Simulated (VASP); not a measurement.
The system is ScTi3N3.

```
Sc Ti N
1.0
     3.10000    0.00000    0.00000
     0.00000    3.10000    0.00000
     0.00000    0.00000    8.85000
Sc Ti N
1 3 3
Cartesian
  0.0000 0.0000 0.0000
  1.5500 1.5500 6.6375
  0.0000 0.0000 4.4250
  1.5500 1.5500 2.2125
  0.0000 0.0000 6.6375
  1.5500 1.5500 0.0000
  0.0000 0.0000 2.2125
```

* Program: VASP 6.6.1
* Task: relaxation of cell and atoms
* Functional: PBE
* Potentials or basis: VASP PAW PBE potentials, release 64 (Sc_sv, Ti_sv, N)
* Cutoff: 600 eV
* k mesh: 4 × 4 × 2
* Occupations: gaussian, width 0.15 eV
* Spin: collinear spin, ferromagnetic start
* Starting moments: [0.0, 1.0, 1.0, 1.0, 0.0, 0.0, 0.0] μB

At the start: pressure -11.9 GPa; volume 12.15 Å³/atom.

Problem. How do energy, volume and symmetry change on relaxing?

Solution. Over 9 steps the energy falls by 58.0 meV/atom and the volume is 11.41 Å³/atom (-6.1 %); space group P4/mmm (No. 123, to 0.05 Å); moment 0.00 μB per cell.

Step by step:
```csv
step,energy change (eV),largest force (eV/Å),pressure (GPa),volume (Å³)
1,0.0000,1.2365,-11.93,85.05
2,-0.0875,0.7269,17.59,74.39
3,-0.3033,1.0375,2.16,78.99
4,-0.3934,0.3447,1.24,79.39
5,-0.3999,0.0504,1.06,79.56
6,-0.4006,0.0813,1.07,79.52
7,-0.4034,0.1118,-1.27,80.38
8,-0.4045,0.1016,-0.46,80.07
9,-0.4059,0.0539,0.04,79.90
```

Final structure:
```
CELL_PARAMETERS angstrom
3.05732 0.00000 0.00000
0.00000 3.05732 0.00000
0.00000 0.00000 8.54825
ATOMIC_POSITIONS crystal
Sc 0.00000 0.00000 0.00000
Ti 0.50000 0.50000 0.75467
Ti 0.00000 0.00000 0.50000
Ti 0.50000 0.50000 0.24533
N 0.00000 0.00000 0.73767
N 0.50000 0.50000 0.00000
N 0.00000 0.00000 0.26233
```

Caveat: the k points lie up to 0.51 Å⁻¹ apart in the final cell; the relaxation stopped at a loose force limit of 0.08 eV/Å, so its end isn't a converged minimum.
